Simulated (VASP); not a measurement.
A run of VASP 6.6.1 is set up as follows.

File INCAR:

```
PREC = Accurate
ENCUT = 520
EDIFF = 1E-6
ISMEAR = 0
SIGMA = 0.01
LREAL = False
LASPH = True
NELM = 150
ALGO = Normal
ISIF = 2
LWAVE = False
LCHARG = True
ISPIN = 2
MAGMOM = 0 0 0 0.25 0.25 0.25 0.25
LORBIT = 11
GGA = PE
LELF = True
LVHAR = True
NELECT = 31.0
NBANDS = 28
```

The input KPOINTS:

```
Automatic mesh
0
Gamma
  3 3 3
```

POSCAR

```
Al3As4
1.0
    0.0000000000      5.7279123196      0.0000000000
    0.0000000000      0.0000000000     -5.7279123196
   -5.7279123196      0.0000000000      0.0000000000
Al As
3 4
Direct
    0.0000000000      1.0000000000      0.0000000000
    0.5000000000      0.5000000000      0.0000000000
    0.0000000000      0.5000000000      0.5000000000
    0.7390276347      0.7609723653      0.7390276347
    0.2609723653      0.7609723653      0.2609723653
    0.7390276347      0.2390276347      0.2609723653
    0.2609723653      0.2390276347      0.7390276347
```

Potentials or basis: VASP PAW PBE potentials, release 64 (Al, As).

Command:

```console
$ cat potpaw_PBE.64/Al/POTCAR potpaw_PBE.64/As/POTCAR > POTCAR
$ mpirun -np 1 vasp_std > vasp.out
```

(1) Predict the site moments.

(2) Predict the net moment.

(3) Predict the largest force.

Results:

(1) Al +0.00; As +0.10 μB.

(2) 0.78 μB per cell.

(3) 0.063 eV/Å.

Caveat: the k points lie up to 0.37 Å⁻¹ apart; the cell carries a net charge on a neutralising background, which shifts energy and pressure.
